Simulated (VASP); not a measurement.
**W7S13 (a cell with a defect): single point with PBEsol**

System: W7S13 (a cell with a defect).

```
CELL_PARAMETERS angstrom
4.72141 0.90864 6.37046
-3.14761 3.63454 6.37046
-1.57380 -4.54318 6.37046
ATOMIC_POSITIONS crystal
W 0.99686 0.99686 0.99686
W 0.28717 0.13847 0.57021
W 0.13847 0.57021 0.28717
W 0.43641 0.71297 0.85296
W 0.57021 0.28717 0.13847
W 0.85296 0.43641 0.71297
W 0.71297 0.85296 0.43641
S 0.75038 0.75038 0.75038
S 0.02979 0.89273 0.31812
S 0.89273 0.31812 0.02979
S 0.17457 0.46037 0.60726
S 0.31812 0.02979 0.89273
S 0.60726 0.17457 0.46037
S 0.46037 0.60726 0.17457
S 0.86286 0.72503 0.16486
S 0.72503 0.16486 0.86286
S 0.00643 0.30241 0.44523
S 0.16486 0.86286 0.72503
S 0.44523 0.00643 0.30241
S 0.30241 0.44523 0.00643
```

This cell differs from its parent crystal: atoms taken out, then relaxed in part.

```yaml
Program: VASP 6.6.1
Task: single point
Functional: PBEsol
Potentials_or_basis: VASP PAW PBE potentials, release 64 (W_sv, S)
Cutoff: 520 eV
k_mesh: 3 × 3 × 3
Occupations: gaussian, width 0.05 eV
Spin: no spin polarisation
```

```yaml
Largest_force: 0.024 eV/Å
```

Forces on the atoms (eV/Å):
```
W    0.000  0.000  0.003
W    0.001  0.001  0.003
W    0.001 -0.002  0.003
W    0.006  0.003 -0.001
W   -0.002  0.000  0.003
W   -0.005  0.004 -0.001
W   -0.001 -0.006 -0.001
S    0.000  0.000  0.024
S    0.000 -0.001  0.015
S   -0.001  0.000  0.015
S   -0.001  0.002  0.013
S    0.001  0.001  0.015
S   -0.001 -0.002  0.013
S    0.002  0.000  0.013
S    0.001  0.001 -0.019
S    0.001 -0.002 -0.019
S    0.001  0.000 -0.019
S   -0.002  0.000 -0.019
S   -0.001  0.001 -0.019
S    0.000 -0.001 -0.019
```

Levels at points of the mesh, in eV from the Fermi level:
| k point | band 85 | band 86 | band 87 | band 88 | band 89 | band 90 |
| --- | --- | --- | --- | --- | --- | --- |
| (0.00, 0.00, 0.00) | -0.59 | -0.59 | -0.31 | 0.17 | 1.73 | 1.73 |

Wall time 14 min on 1 thread of Intel Xeon 8259CL (shared host), peak memory 0.55 GiB.

Caveat: the cell carries a net charge on a neutralising background, which shifts energy and pressure; the cell differs from its parent crystal (atoms taken out, then relaxed in part); the cell is charged against a uniform background, so pressure and absolute levels hang on convention; the PAW data sets were made with another functional, which shifts forces and pressure a little; spin-orbit coupling is left out, which moves the levels of the heavy elements.
